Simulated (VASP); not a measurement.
# SiC (P6_3mc) in VASP: notebook

SiC is run at these levels: r2SCAN; tasks: single point.

Program: VASP 6.6.1. These are calculated values, not measurements. Logs are shortened: lines on timing, memory, paths and dates and some standing lists are left out, and cuts for length are marked.

### 1 The cell of the first run

Symmetry: P6_3mc, No. 186, hexagonal system. Conventional cell: a = 2.829 Å, b = 2.829 Å, c = 4.644 Å, α = 90.00°, β = 90.00°, γ = 120.00°. Si (site symmetry 3m) has 4 C at 1.73 to 1.75 Å within 2.3 Å. C (site symmetry 3m) has 4 Si at 1.73 to 1.75 Å within 2.3 Å.

### 2 Single point, r2SCAN (strain -0.080 along x and y, -0.080 along z)

POSCAR

```
SiC
1.0
    2.8291794070      0.0000000000      0.0000000000
   -1.4145897035      2.4501412383      0.0000000000
    0.0000000000      0.0000000000      4.6443135044
Si C
2 2
Direct
    0.3333333333      0.6666666667      0.0046028828
    0.6666666667      0.3333333333      0.5046028828
    0.3333333333      0.6666666667      0.3803971172
    0.6666666667      0.3333333333      0.8803971172
```

INCAR.step1

```
SYSTEM = SiC
ALGO = Normal
EDIFF = 1E-4
ENCUT = 520
GGA = PE
ISMEAR = 0
LASPH = .True.
LCHARG = .False.
LREAL = .False.
LWAVE = .True.
NBANDS = 16
NELM = 80
PREC = Accurate
SIGMA = 0.05
```

INCAR.step2

```
SYSTEM = SiC
ALGO = Normal
EDIFF = 1E-6
ENCUT = 520
ISIF = 2
ISMEAR = 0
ISTART = 1
LASPH = .True.
LCHARG = .False.
LMIXTAU = .True.
LREAL = .False.
LWAVE = .False.
METAGGA = R2SCAN
NBANDS = 16
NELM = 80
PREC = Accurate
SIGMA = 0.05
```

KPOINTS

```
k-points
0
Gamma
  12 12 6
  0 0 0
```

Potentials or basis: VASP PAW PBE potentials, release 64 (Si, C).

Command:

```
$ cat potpaw_PBE.64/Si/POTCAR potpaw_PBE.64/C/POTCAR > POTCAR
$ cp INCAR.step1 INCAR
$ mpirun -np 1 vasp_std > vasp.out
$ cp INCAR.step2 INCAR
$ mpirun -np 1 vasp_std > vasp.out
```

OUTCAR:

```text
SYSTEM = SiC
   EDIFF = 1E-6
   ENCUT = 520
   ISIF = 2
   ISMEAR = 0
   ISTART = 1
   LASPH = .True.
   LREAL = .False.
   METAGGA = R2SCAN
   NELM = 80
   PREC = Accurate

 ion  position               nearest neighbor table
   1  0.333  0.667  0.005-   4 1.73   4 1.73   4 1.73   3 1.75   2 2.84   2 2.84   2 2.84   2 2.84
                             2 2.84   2 2.84
   2  0.667  0.333  0.505-   3 1.73   3 1.73   3 1.73   4 1.75   1 2.84   1 2.84   1 2.84   1 2.84
                             1 2.84   1 2.84
   3  0.333  0.667  0.380-   2 1.73   2 1.73   2 1.73   1 1.75
   4  0.667  0.333  0.880-   1 1.73   1 1.73   1 1.73   2 1.75

  LATTYP: Found a hexagonal cell.
 ALAT       =     2.8291794070
 C/A-ratio  =     1.6415761733

  Lattice vectors:

 A1 = (   2.8291794070,   0.0000000000,   0.0000000000)
 A2 = (  -1.4145897035,   2.4501412383,   0.0000000000)
 A3 = (   0.0000000000,   0.0000000000,   4.6443135044)

Analysis of symmetry for initial positions (statically):
=====================================================================
 Subroutine PRICEL returns:
 Original cell was already a primitive cell.

 Routine SETGRP: Setting up the symmetry group for a
 hexagonal supercell.

 Subroutine GETGRP returns: Found 12 space group operations
 (whereof  6 operations were pure point group operations)
 out of a pool of 24 trial point group operations.

The static configuration has the point symmetry C_3v.
 The point group associated with its full space group is C_6v.

Analysis of symmetry for dynamics (positions and initial velocities):
=====================================================================
 Subroutine PRICEL returns:
 Original cell was already a primitive cell.

 Routine SETGRP: Setting up the symmetry group for a
 hexagonal supercell.

 Subroutine GETGRP returns: Found 12 space group operations
 (whereof  6 operations were pure point group operations)
 out of a pool of 24 trial point group operations.

The dynamic configuration has the point symmetry C_3v.
 The point group associated with its full space group is C_6v.

 Subroutine INISYM returns: Found 12 space group operations
 (whereof  6 operations are pure point group operations),
 and found     1 'primitive' translations

----------------------------------------------------------------------------------------

                                     Primitive cell

  volume of cell :      32.1939

  direct lattice vectors                    reciprocal lattice vectors
     2.829179407  0.000000000  0.000000000     0.353459380  0.204069868  0.000000000
[... 95 lines left out ...]
   NFREE  =      0    steps in history (QN), initial steepest desc. (CG)
   ISIF   =      2    stress and relaxation
   ISYM   =      2    0-nonsym 1-usesym 2-fastsym
   POTIM  = 0.5000    time-step for ionic-motion
   TEBEG  =    0.0;   TEEND  =   0.0 temperature during run
   PSTRESS=    0.0 pullay stress
   NELECT =      16.0000    total number of electrons
   NUPDOWN=      -1.0000    fix difference up-down
   EMIN   =  10.00;   EMAX   =-10.00  energy-range for DOS
   EFERMI =   0.00;   METHOD = LEGACY
   ISMEAR =     0;   SIGMA  =   0.05  broadening in eV -4-tet -1-fermi 0-gaus
   EFERMI_NEDOS =   21; number of points for ismear=-14 and -15
   IALGO  =     38    algorithm
   IMIX   =      4    mixing-type and parameters
     AMIX     =   0.40;   BMIX     =  1.00
     AMIX_MAG =   1.60;   BMIX_MAG =  1.00
  volume/ion in A,a.u.               =       8.05        54.31
  Fermi-wavevector in a.u.,A,eV,Ry     =   1.296753  2.450507 22.879111  1.681567
  Thomas-Fermi vector in A             =   2.428189
   LORBIT       =      0    0 simple, 1 ext, 2 COOP (PROOUT), +10 PAW based schemes
   METAGGA = R2SCAN    functional components
   LHFCALC =     F    Hartree Fock is set to
   AEXX    =    0.0000 exact exchange contribution
   IVDW    =     0    specifies the selected vdW correction
   LEPSILON=     F    determine dielectric tensor
   LRPA    =     F    only Hartree local field effects (RPA)
 non-spin polarized calculation
 Gauss-broadening in eV      SIGMA  =   0.05
  energy-cutoff  :      520.00
  volume of cell :       32.19
 maximum number of plane-waves:       881
 NGX is ok and might be reduce to    24
   NGX = 11   NGY = 11   NGZ = 17

 number of electron      15.9999999 magnetization

 Free energy of the ion-electron system (eV)
  ---------------------------------------------------
  ext. energy  EPLUGINS =         0.00000000
  ---------------------------------------------------
  free energy    TOTEN  =       -36.51077821 eV

  energy without entropy =      -36.51077821  energy(sigma->0) =      -36.51077821

 E-fermi :  11.4695     XC(G=0): -13.0899

 val. band max:       11.2227568256   @ k =   0.0000   0.0000   0.0000
 cond. band min:      13.4717715711   @ k =   0.3333   0.3333   0.0000
 fundamental gap:      2.2490147455
 Fermi energy:        11.4694577109

 k-point     1 :       0.0000    0.0000    0.0000
  band No.  band energies     occupation
      1      -7.2942      2.00000
      2      -2.6301      2.00000
      3       0.6665      2.00000
      4       9.7507      2.00000
      5       9.7507      2.00000
      6      11.1071      2.00000
[... 433 lines left out ...]
      3       2.7911      2.00000
      4       4.3691      2.00000
      5       5.8158      2.00000
      6       7.8274      2.00000
[... 8 lines left out ...]
     15      26.1221      0.00000
     16      26.4161      0.00000

 [... further k-points ...]

------------------------ aborting loop because EDIFF is reached ----------------------------------------

  FORCE on cell =-STRESS in cart. coord.  units (eV):
  Direction    XX          YY          ZZ          XY          YZ          ZX
  --------------------------------------------------------------------------------------
  -------------------------------------------------------------------------------------
  Total       18.4917000     18.4917000     17.8481254      0.0000000      0.0000000      0.0000000
  in kB      920.2679260    920.2679260    888.2394413      0.0000000      0.0000000      0.0000000
  external PRESSURE =     909.5917644 kB  Pullay stress =       0.0000000 kB

 VOLUME and BASIS-vectors are now :
 -----------------------------------------------------------------------------
  energy-cutoff  :      520.00
  volume of cell :       32.19
      direct lattice vectors                 reciprocal lattice vectors
     2.829179407  0.000000000  0.000000000     0.353459380  0.204069868  0.000000000
    -1.414589703  2.450141238  0.000000000     0.000000000  0.408139737  0.000000000
     0.000000000  0.000000000  4.644313504     0.000000000  0.000000000  0.215317075

 POSITION                                       TOTAL-FORCE (eV/Angst)
 -----------------------------------------------------------------------------------
     -0.00000      1.63343      0.02138        -0.000000      0.000000      0.035447
      1.41459      0.81671      2.34353         0.000000      0.000000      0.035447
     -0.00000      1.63343      1.76668         0.000000      0.000000     -0.035447
      1.41459      0.81671      4.08884        -0.000000     -0.000000     -0.035447
 -----------------------------------------------------------------------------------
    total drift:                               -0.000000      0.000000     -0.000280

  FREE ENERGIE OF THE ION-ELECTRON SYSTEM (eV)
  ---------------------------------------------------
  free  energy   TOTEN  =       -36.5107782074 eV

  energy  without entropy=      -36.5107782074  energy(sigma->0) =      -36.51077821
```

OUTCAR.step1:

```text
SYSTEM = SiC
   EDIFF = 1E-4
   ENCUT = 520
   GGA = PE
   ISMEAR = 0
   LASPH = .True.
   LREAL = .False.
   NELM = 80
[... 688 lines left out ...]
      1.41459      0.81671      2.34353        -0.000000     -0.000000      0.049035
     -0.00000      1.63343      1.76668         0.000000     -0.000000     -0.049035
      1.41459      0.81671      4.08884        -0.000000      0.000000     -0.049035
 -----------------------------------------------------------------------------------
    total drift:                               -0.000000      0.000000      0.001026

  FREE ENERGIE OF THE ION-ELECTRON SYSTEM (eV)
  ---------------------------------------------------
  free  energy   TOTEN  =       -27.7754810245 eV

  energy  without entropy=      -27.7754810245  energy(sigma->0) =      -27.77548102
```

It took 53 s on 1 thread of Intel Xeon 6975P-C (Granite Rapids), shared host; peak memory 0.17 GiB.

Results:

```yaml
Free_energy: -36.5108 eV
Pressure: 91.0 GPa
Largest_force: 0.035 eV/Å
Band_gap_on_the_k_mesh: 2.25 eV (least direct gap 5.10 eV)
```

Forces in eV/Å, atoms in the order of the input:
```
Si   0.000  0.000  0.035
Si   0.000  0.000  0.035
C    0.000  0.000 -0.035
C    0.000  0.000 -0.035
```

Caveat: the cell differs from its parent crystal (strain -0.080 along x and y, -0.080 along z); the cell stands under pressure; the PAW data sets were made with another functional, which shifts forces and pressure a little. A k mesh can miss the band edges.

### 3 Single point, r2SCAN (strain -0.080 along x and y, -0.040 along z)

POSCAR: that of step 2 with these lines changed.

```diff
@@ -4,3 +4,3 @@
    -1.4145897035      2.4501412383      0.0000000000
-    0.0000000000      0.0000000000      4.6443135044
+    0.0000000000      0.0000000000      4.8462401785
 Si C
```

INCAR.step1

```
PREC = Accurate ; ENCUT = 520
ISMEAR = 0 ; SIGMA = 0.05
LREAL = F ; LASPH = T
NELM = 80 ; NBANDS = 16
GGA = PE ; ALGO = Normal
EDIFF = 1E-4 ; LWAVE = T
LCHARG = F
```

INCAR.step2

```
PREC = Accurate ; ENCUT = 520
EDIFF = 1E-7 ; ISMEAR = 0
SIGMA = 0.05 ; LREAL = F
LASPH = T ; NELM = 80
ALGO = Normal ; ISIF = 2
LWAVE = F ; LCHARG = F
METAGGA = R2SCAN ; LMIXTAU = T
NBANDS = 16 ; ISTART = 1
```

KPOINTS

```
regular mesh
0
Gamma
  12 12 6
```

Potentials or basis: VASP PAW PBE potentials, release 64 (Si, C).

Command:

```
$ cat potpaw_PBE.64/Si/POTCAR potpaw_PBE.64/C/POTCAR > POTCAR
$ cp INCAR.step1 INCAR
$ mpirun -np 1 vasp_std > vasp.out
$ cp INCAR.step2 INCAR
$ mpirun -np 1 vasp_std > vasp.out
```

OUTCAR:

```text
PREC = Accurate
   ENCUT = 520
   EDIFF = 1E-7
   ISMEAR = 0
   LREAL = F
   LASPH = T
   NELM = 80
   ISIF = 2
   METAGGA = R2SCAN
   ISTART = 1

 ion  position               nearest neighbor table
   1  0.333  0.667  0.005-   4 1.74   4 1.74   4 1.74   3 1.82   2 2.92   2 2.92   2 2.92   2 2.92
                             2 2.92   2 2.92
   2  0.667  0.333  0.505-   3 1.74   3 1.74   3 1.74   4 1.82   1 2.92   1 2.92   1 2.92   1 2.92
                             1 2.92   1 2.92
   3  0.333  0.667  0.380-   2 1.74   2 1.74   2 1.74   1 1.82
[... 661 lines left out ...]
  Direction    XX          YY          ZZ          XY          YZ          ZX
  --------------------------------------------------------------------------------------
  -------------------------------------------------------------------------------------
  Total       17.8424534     17.8424534      8.9410980      0.0000000      0.0000000      0.0000000
  in kB      850.9589505    850.9589504    426.4271985      0.0000000      0.0000000      0.0000000
  external PRESSURE =     709.4483665 kB  Pullay stress =       0.0000000 kB

 VOLUME and BASIS-vectors are now :
 -----------------------------------------------------------------------------
  energy-cutoff  :      520.00
  volume of cell :       33.59
      direct lattice vectors                 reciprocal lattice vectors
     2.829179407  0.000000000  0.000000000     0.353459380  0.204069868  0.000000000
    -1.414589703  2.450141238  0.000000000     0.000000000  0.408139737  0.000000000
     0.000000000  0.000000000  4.846240179     0.000000000  0.000000000  0.206345530

 POSITION                                       TOTAL-FORCE (eV/Angst)
 -----------------------------------------------------------------------------------
     -0.00000      1.63343      0.02231        -0.000000     -0.000000      0.971169
      1.41459      0.81671      2.44543         0.000000     -0.000000      0.971169
     -0.00000      1.63343      1.84350        -0.000000      0.000000     -0.971169
      1.41459      0.81671      4.26662         0.000000     -0.000000     -0.971169
 -----------------------------------------------------------------------------------
    total drift:                               -0.000000      0.000000     -0.000711

  FREE ENERGIE OF THE ION-ELECTRON SYSTEM (eV)
  ---------------------------------------------------
  free  energy   TOTEN  =       -37.0760356849 eV

  energy  without entropy=      -37.0760356849  energy(sigma->0) =      -37.07603568
```

Wall time 58 s (1 thread of Intel Xeon 6975P-C (Granite Rapids), shared host); peak memory 0.17 GiB.

Results:

* Free energy: -37.0760 eV
* Pressure: 70.9 GPa
* Largest force: 0.971 eV/Å
* Band gap on the k mesh: 2.09 eV (least direct gap 5.41 eV)

Forces on the atoms (eV/Å):
```
Si   0.000  0.000  0.971
Si   0.000  0.000  0.971
C    0.000  0.000 -0.971
C    0.000  0.000 -0.971
```

Levels at points of the mesh, in eV from the valence-band top:
| k point | band 5 | band 6 | band 7 | band 8 | band 9 | band 10 | band 11 | band 12 |
| --- | --- | --- | --- | --- | --- | --- | --- | --- |
| (0.00, 0.00, 0.00) | -1.23 | -0.51 | 0.00 | 0.00 | 7.58 | 8.08 | 9.00 | 9.00 |
| (0.50, 0.00, 0.00) | -6.40 | -4.03 | -3.71 | -1.44 | 3.97 | 4.49 | 8.71 | 9.23 |
| (0.00, 0.00, 0.50) | -0.65 | -0.65 | -0.65 | -0.65 | 8.87 | 8.87 | 9.52 | 9.52 |
| (0.50, 0.00, 0.50) | -2.96 | -2.96 | -2.76 | -2.76 | 3.88 | 3.88 | 6.68 | 6.68 |

Caveat: the cell differs from its parent crystal (strain -0.080 along x and y, -0.040 along z); the stress differs along the axes, from 43 to 85 GPa; the PAW data sets were made with another functional, which shifts forces and pressure a little. A k mesh can miss the band edges.

### 4 Single point, r2SCAN (strain -0.080 along x and y, +0.000 along z)

POSCAR: that of step 3 with these lines changed.

```diff
@@ -4,3 +4,3 @@
    -1.4145897035      2.4501412383      0.0000000000
-    0.0000000000      0.0000000000      4.8462401785
+    0.0000000000      0.0000000000      5.0481668526
 Si C
```

INCAR.step1

```
PREC = Accurate
ENCUT = 520
ISMEAR = 0
SIGMA = 0.05
LREAL = False
LASPH = True
NELM = 100
NBANDS = 16
GGA = PE
ALGO = Normal
EDIFF = 1E-4
LWAVE = True
LCHARG = False
```

INCAR.step2

```
PREC = Accurate
ENCUT = 520
EDIFF = 1E-6
ISMEAR = 0
SIGMA = 0.05
LREAL = False
LASPH = True
NELM = 100
ALGO = Normal
ISIF = 2
LWAVE = False
LCHARG = True
METAGGA = R2SCAN
LMIXTAU = True
LELF = True
LVHAR = True
NBANDS = 16
ISTART = 1
```

KPOINTS is that of step 3.

Command:

```
$ cat potpaw_PBE.64/Si/POTCAR potpaw_PBE.64/C/POTCAR > POTCAR
$ cp INCAR.step1 INCAR
$ mpirun -np 1 vasp_std > vasp.out
$ cp INCAR.step2 INCAR
$ mpirun -np 1 vasp_std > vasp.out
```

Run time: 58 s. Hardware: 1 thread of Intel Xeon 6975P-C (Granite Rapids), shared host; peak memory 0.17 GiB.

It converged, with:

```yaml
Free_energy: -37.2905 eV
Pressure: 55.3 GPa
Largest_force: 1.380 eV/Å
Band_gap_on_the_k_mesh: 1.95 eV (least direct gap 5.14 eV)
```

Forces in eV/Å, atoms in the order of the input:
```
Si   0.000  0.000  1.380
Si   0.000  0.000  1.380
C    0.000  0.000 -1.380
C    0.000  0.000 -1.380
```

Stress tensor (GPa, compression positive):
```
78.96  0.00  0.00
 0.00 78.96  0.00
 0.00  0.00  8.01
```

Levels at points of the mesh, in eV from the valence-band top:
```csv
k point,band 4,band 5,band 6,band 7,band 8,band 9,band 10,band 11,band 12,band 13
"(0.00, 0.00, 0.00)",-1.03,-1.03,-0.89,0.00,0.00,5.85,8.31,9.02,9.02,10.74
"(0.50, 0.00, 0.00)",-7.72,-6.26,-3.96,-3.48,-1.56,4.07,4.11,8.66,8.90,10.29
"(0.00, 0.00, 0.50)",-5.94,-0.54,-0.54,-0.54,-0.54,8.73,8.73,9.54,9.54,9.54
"(0.50, 0.00, 0.50)",-9.53,-3.18,-3.18,-2.66,-2.66,3.44,3.44,6.36,6.36,12.04
```

Caveat: the cell differs from its parent crystal (strain -0.080 along x and y, +0.000 along z); the stress differs along the axes, from 8 to 79 GPa; the PAW data sets were made with another functional, which shifts forces and pressure a little. A k mesh can miss the band edges.

[end of part 1 of 2]
